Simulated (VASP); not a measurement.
# Al2Au (Fm-3m) in VASP: notebook

The runs below take Al2Au through single point, with PBE.

Program: VASP 6.6.1. These are calculated values, not measurements. Logs are shortened: lines on timing, memory, paths and dates and some standing lists are left out, and cuts for length are marked.

## (1) The cell of the first run

The structure is cubic, space group Fm-3m (No. 225). Conventional cell: a = 6.000 Å, b = 6.000 Å, c = 6.000 Å, α = 90.00°, β = 90.00°, γ = 90.00°. Al (site symmetry -43m) has 4 Au at 2.60 Å and 6 Al at 3.00 Å within 3.4 Å. Within 3.4 Å of Au (site symmetry m-3m) lie 8 Al at 2.60 Å.

## (2) Single point, PBE

The input, INCAR:

```
ALGO = Normal ; EDIFF = 1E-6
ENCUT = 520 ; GGA = PE
ISIF = 2 ; ISMEAR = -1
LASPH = T ; LCHARG = T
LELF = T ; LREAL = F
LVHAR = T ; LWAVE = F
NBANDS = 16 ; NELM = 100
PREC = Accurate ; SIGMA = 0.1
```

The input, KPOINTS:

```
k-points
0
Gamma
  7 7 7
```

The input, POSCAR:

```
Al2Au
1.0
    0.0000000000      3.0000000000      3.0000000000
    3.0000000000      0.0000000000      3.0000000000
    3.0000000000      3.0000000000      0.0000000000
Al Au
2 1
Direct
    0.2500000000      0.2500000000      0.2500000000
    0.7500000000      0.7500000000      0.7500000000
    0.0000000000      0.0000000000      0.0000000000
```

Potentials or basis: VASP PAW PBE potentials, release 64 (Al, Au).

On the command line:

```console
cat potpaw_PBE.64/Al/POTCAR potpaw_PBE.64/Au/POTCAR > POTCAR
mpirun -np 1 vasp_std > vasp.out
```

OUTCAR:

```text
EDIFF = 1E-6
   ENCUT = 520
   GGA = PE
   ISIF = 2
   ISMEAR = -1
   LASPH = T
   LREAL = F
   NELM = 100
   PREC = Accurate

 ion  position               nearest neighbor table
   1  0.250  0.250  0.250-   3 2.60   3 2.60   3 2.60   3 2.60   2 3.00   2 3.00   2 3.00   2 3.00
                             2 3.00   2 3.00
   2  0.750  0.750  0.750-   3 2.60   3 2.60   3 2.60   3 2.60   1 3.00   1 3.00   1 3.00   1 3.00
                             1 3.00   1 3.00
   3  0.000  0.000  0.000-   2 2.60   2 2.60   2 2.60   1 2.60   2 2.60   1 2.60   1 2.60   1 2.60

  LATTYP: Found a face centered cubic cell.
 ALAT       =     6.0000000000

  Lattice vectors:

 A1 = (   0.0000000000,   3.0000000000,   3.0000000000)
 A2 = (   3.0000000000,   0.0000000000,   3.0000000000)
 A3 = (   3.0000000000,   3.0000000000,   0.0000000000)

Analysis of symmetry for initial positions (statically):
=====================================================================
 Subroutine PRICEL returns:
 Original cell was already a primitive cell.

 Routine SETGRP: Setting up the symmetry group for a
 face centered cubic supercell.

 Subroutine GETGRP returns: Found 48 space group operations
 (whereof 48 operations were pure point group operations)
 out of a pool of 48 trial point group operations.

The static configuration has the point symmetry O_h .

Analysis of symmetry for dynamics (positions and initial velocities):
=====================================================================
 Subroutine PRICEL returns:
 Original cell was already a primitive cell.

 Routine SETGRP: Setting up the symmetry group for a
 face centered cubic supercell.

 Subroutine GETGRP returns: Found 48 space group operations
 (whereof 48 operations were pure point group operations)
 out of a pool of 48 trial point group operations.

The dynamic configuration has the point symmetry O_h .

 Subroutine INISYM returns: Found 48 space group operations
 (whereof 48 operations are pure point group operations),
 and found     1 'primitive' translations

----------------------------------------------------------------------------------------

                                     Primitive cell

  volume of cell :      54.0000

  direct lattice vectors                    reciprocal lattice vectors
     0.000000000  3.000000000  3.000000000    -0.166666667  0.166666667  0.166666667
     3.000000000  0.000000000  3.000000000     0.166666667 -0.166666667  0.166666667
     3.000000000  3.000000000  0.000000000     0.166666667  0.166666667 -0.166666667

  length of vectors
     4.242640687  4.242640687  4.242640687     0.288675135  0.288675135  0.288675135

  position of ions in fractional coordinates (direct lattice)
     0.250000000  0.250000000  0.250000000
     0.750000000  0.750000000  0.750000000
     0.000000000  0.000000000  0.000000000

  ion indices of the primitive-cell ions
   primitive index   ion index
                 1           1
                 2           2
                 3           3

----------------------------------------------------------------------------------------

 KPOINTS: k-points

Automatic generation of k-mesh.
 Grid dimensions read from file:
 generate k-points for:    7    7    7

 Generating k-lattice:

  Cartesian coordinates                     Fractional coordinates (reciprocal lattice)
    -0.023809524  0.023809524  0.023809524     0.142857143  0.000000000  0.000000000
     0.023809524 -0.023809524  0.023809524     0.000000000  0.142857143  0.000000000
     0.023809524  0.023809524 -0.023809524     0.000000000  0.000000000  0.142857143

  Length of vectors
     0.041239305  0.041239305  0.041239305

  Shift w.r.t. Gamma in fractional coordinates (k-lattice)
     0.000000000  0.000000000  0.000000000

 Subroutine IBZKPT returns following result:
 ===========================================

 Found     20 irreducible k-points:

 Following reciprocal coordinates:
            Coordinates               Weight
  0.000000  0.000000  0.000000      1.000000
  0.142857  0.000000  0.000000      8.000000
  0.285714  0.000000  0.000000      8.000000
  0.428571  0.000000  0.000000      8.000000
  0.142857  0.142857  0.000000      6.000000
  0.285714  0.142857  0.000000     24.000000
[... 12 lines left out ...]
 -0.428571  0.428571  0.142857     24.000000
 -0.285714  0.428571  0.142857     24.000000
   k-points           NKPTS =     20   k-points in BZ     NKDIM =     20   number of bands    NBANDS=     16
   number of dos      NEDOS =    301   number of ions     NIONS =      3
   total plane-waves  NPLWV =  32768
   dimension x,y,z NGX =    32 NGY =   32 NGZ =   32
   dimension x,y,z NGXF=    64 NGYF=   64 NGZF=   64
   ions per type =               2   1
   NGX,Y,Z   is equivalent  to a cutoff of  12.54, 12.54, 12.54 a.u.
   NGXF,Y,Z  is equivalent  to a cutoff of  25.08, 25.08, 25.08 a.u.
 SYSTEM =  unknown system
   PREC   = accura    normal or accurate (medium, high low for compatibility)
   ISTART =      0    job   : 0-new  1-cont  2-samecut
   ICHARG =      2    charge: 1-file 2-atom 10-const
   ISPIN  =      1    spin polarized calculation?
   LNONCOLLINEAR =      F non collinear calculations
   LSORBIT =      F    spin-orbit coupling
   LASPH  =      T    aspherical Exc in radial PAW
   ENCUT  =  520.0 eV  38.22 Ry    6.18 a.u.   7.89  7.89  7.89*2*pi/ulx,y,z
   NELM   =    100;   NELMIN=  2; NELMDL= -5     # of ELM steps
   EDIFF  = 0.1E-05   stopping-criterion for ELM
   LREAL  =      F    real-space projection
   EDIFFG = 0.1E-04   stopping-criterion for IOM
   NSW    =      0    number of steps for IOM
   IBRION =     -1    ionic relax: 0-MD 1-quasi-New 2-CG
   NFREE  =      0    steps in history (QN), initial steepest desc. (CG)
   ISIF   =      2    stress and relaxation
   ISYM   =      2    0-nonsym 1-usesym 2-fastsym
   POTIM  = 0.5000    time-step for ionic-motion
   TEBEG  =    0.0;   TEEND  =   0.0 temperature during run
   PSTRESS=    0.0 pullay stress
   NELECT =      17.0000    total number of electrons
   NUPDOWN=      -1.0000    fix difference up-down
   EMIN   =  10.00;   EMAX   =-10.00  energy-range for DOS
   EFERMI =   0.00;   METHOD = LEGACY
   ISMEAR =    -1;   SIGMA  =   0.10  broadening in eV -4-tet -1-fermi 0-gaus
   EFERMI_NEDOS =   21; number of points for ismear=-14 and -15
   IALGO  =     38    algorithm
   IMIX   =      4    mixing-type and parameters
     AMIX     =   0.40;   BMIX     =  1.00
     AMIX_MAG =   1.60;   BMIX_MAG =  1.00
  volume/ion in A,a.u.               =      18.00       121.47
  Fermi-wavevector in a.u.,A,eV,Ry     =   1.113679  2.104547 16.875035  1.240280
  Thomas-Fermi vector in A             =   2.250266
   LORBIT       =      0    0 simple, 1 ext, 2 COOP (PROOUT), +10 PAW based schemes
   GGA     = PE    functional components
   LHFCALC =     F    Hartree Fock is set to
   AEXX    =    0.0000 exact exchange contribution
   IVDW    =     0    specifies the selected vdW correction
   LEPSILON=     F    determine dielectric tensor
   LRPA    =     F    only Hartree local field effects (RPA)
 non-spin polarized calculation
  energy-cutoff  :      520.00
  volume of cell :       54.00
 maximum number of plane-waves:      1468
   NGX = 15   NGY = 15   NGZ = 15

 number of electron      17.0000001 magnetization

 Free energy of the ion-electron system (eV)
  ---------------------------------------------------
  ext. energy  EPLUGINS =         0.00000000
  ---------------------------------------------------
  free energy    TOTEN  =       -12.01907129 eV

  energy without entropy =      -11.98657182  energy(sigma->0) =      -12.00282155

 E-fermi :   7.8060     XC(G=0): -10.5259

 val. band max:        7.7765393139   @ k =  -0.4286   0.1429   0.0000
 cond. band min:       7.9441914421   @ k =   0.2857   0.1429   0.0000
 fundamental gap:      0.1676521283
 Fermi energy:         7.8059963465

 k-point     1 :       0.0000    0.0000    0.0000
  band No.  band energies     occupation
      1      -2.7552      2.00000
      2       1.1944      2.00000
      3       1.1944      2.00000
      4       1.1944      2.00000
      5       2.1517      2.00000
      6       2.1517      2.00000
[... 8 lines left out ...]
     15      13.5393      0.00000
     16      13.5393      0.00000

 k-point     2 :       0.1429    0.0000    0.0000
  band No.  band energies     occupation
      1      -2.4893      2.00000
      2       1.1117      2.00000
      3       1.2585      2.00000
      4       1.2585      2.00000
      5       2.1405      2.00000
      6       2.1405      2.00000
[... 8 lines left out ...]
     15      13.1536      0.00000
     16      13.3078      0.00000

 k-point     3 :       0.2857    0.0000    0.0000
  band No.  band energies     occupation
      1      -1.7463      2.00000
      2       0.9804      2.00000
      3       1.3777      2.00000
      4       1.3777      2.00000
      5       2.1639      2.00000
      6       2.1639      2.00000
[... 8 lines left out ...]
     15      14.5500      0.00000
     16      14.6804      0.00000

 k-point     4 :       0.4286    0.0000    0.0000
  band No.  band energies     occupation
      1      -0.8720      2.00000
      2       1.1451      2.00000
      3       1.4323      2.00000
      4       1.4323      2.00000
      5       2.2531      2.00000
      6       2.2531      2.00000
[... 8 lines left out ...]
     15      16.2543      0.00000
     16      16.7075      0.00000
[... 248 lines left out ...]
 k-point    18 :      -0.4286    0.2857    0.1429
  band No.  band energies     occupation
      1      -0.1886      2.00000
      2       0.8111      2.00000
      3       1.4899      2.00000
      4       1.7254      2.00000
      5       2.1481      2.00000
      6       2.2588      2.00000
[... 8 lines left out ...]
     15      16.2369      0.00000
     16      17.7187      0.00000

 k-point    19 :      -0.4286    0.4286    0.1429
  band No.  band energies     occupation
      1       0.3743      2.00000
      2       0.5980      2.00000
      3       1.3589      2.00000
      4       1.9415      2.00000
      5       2.2243      2.00000
      6       2.3330      2.00000
[... 8 lines left out ...]
     15      17.5396      0.00000
     16      18.3394      0.00000

 k-point    20 :      -0.2857    0.4286    0.1429
  band No.  band energies     occupation
      1       0.4948      2.00000
      2       0.8423      2.00000
      3       1.4166      2.00000
      4       1.7814      2.00000
      5       1.9409      2.00000
      6       2.4497      2.00000
[... 8 lines left out ...]
     15      18.0521      0.00000
     16      18.3691      0.00000

------------------------ aborting loop because EDIFF is reached ----------------------------------------

  FORCE on cell =-STRESS in cart. coord.  units (eV):
  Direction    XX          YY          ZZ          XY          YZ          ZX
  --------------------------------------------------------------------------------------
  -------------------------------------------------------------------------------------
  Total        1.0637197      1.0637197      1.0637197     -0.0000000      0.0000000      0.0000000
  in kB       31.5605101     31.5605101     31.5605101     -0.0000000      0.0000000      0.0000000
  external PRESSURE =      31.5605101 kB  Pullay stress =       0.0000000 kB

 VOLUME and BASIS-vectors are now :
 -----------------------------------------------------------------------------
  energy-cutoff  :      520.00
  volume of cell :       54.00
      direct lattice vectors                 reciprocal lattice vectors
     0.000000000  3.000000000  3.000000000    -0.166666667  0.166666667  0.166666667
     3.000000000  0.000000000  3.000000000     0.166666667 -0.166666667  0.166666667
     3.000000000  3.000000000  0.000000000     0.166666667  0.166666667 -0.166666667

 POSITION                                       TOTAL-FORCE (eV/Angst)
 -----------------------------------------------------------------------------------
      1.50000      1.50000      1.50000         0.000000      0.000000      0.000000
      4.50000      4.50000      4.50000        -0.000000     -0.000000     -0.000000
      0.00000      0.00000      0.00000         0.000000     -0.000000     -0.000000
 -----------------------------------------------------------------------------------
    total drift:                                0.000000     -0.000000      0.000000

  FREE ENERGIE OF THE ION-ELECTRON SYSTEM (eV)
  ---------------------------------------------------
  free  energy   TOTEN  =       -12.0190712916 eV

  energy  without entropy=      -11.9865718158  energy(sigma->0) =      -12.00282155
```

Run time: 15 s. Hardware: 1 thread of Intel Xeon Platinum 8488C (Sapphire Rapids), shared host; peak memory 0.18 GiB.

Results:

```
Free energy : -12.0191 eV
Pressure    : 3.2 GPa
```

Caveat: spin-orbit coupling is left out, which moves the levels of the heavy elements.

## (3) Single point, PBE

The input, INCAR:

```
SYSTEM = Al2Au
PREC = Accurate ; ENCUT = 520
EDIFF = 1E-6 ; ISMEAR = -1
SIGMA = 0.1 ; LREAL = .False.
LASPH = .True. ; NELM = 100
ALGO = Normal ; ISIF = 2
LWAVE = .False. ; LCHARG = .False.
GGA = PE ; NBANDS = 16
```

The input, KPOINTS:

```
Automatic mesh
0
Gamma
  7 7 7
  0 0 0
```

POSCAR is that of step 2.

Potentials or basis: VASP PAW PBE potentials, release 64 (Al, Au).

On the command line:

```console
cat potpaw_PBE.64/Al/POTCAR potpaw_PBE.64/Au/POTCAR > POTCAR
mpirun -np 1 vasp_std > vasp.out
```

Wall time 14 s (1 thread of Intel Xeon Platinum 8488C (Sapphire Rapids), shared host); peak memory 0.18 GiB.

Results (log left out):

```
Free energy : -12.0191 eV
Pressure    : 3.2 GPa
```

Levels at points of the mesh, in eV from the Fermi level:
| k point | band 7 | band 8 | band 9 | band 10 | band 11 | band 12 |
| --- | --- | --- | --- | --- | --- | --- |
| (0.00, 0.00, 0.00) | 2.23 | 2.95 | 2.95 | 2.95 | 3.90 | 3.90 |

Caveat: spin-orbit coupling is left out, which moves the levels of the heavy elements.
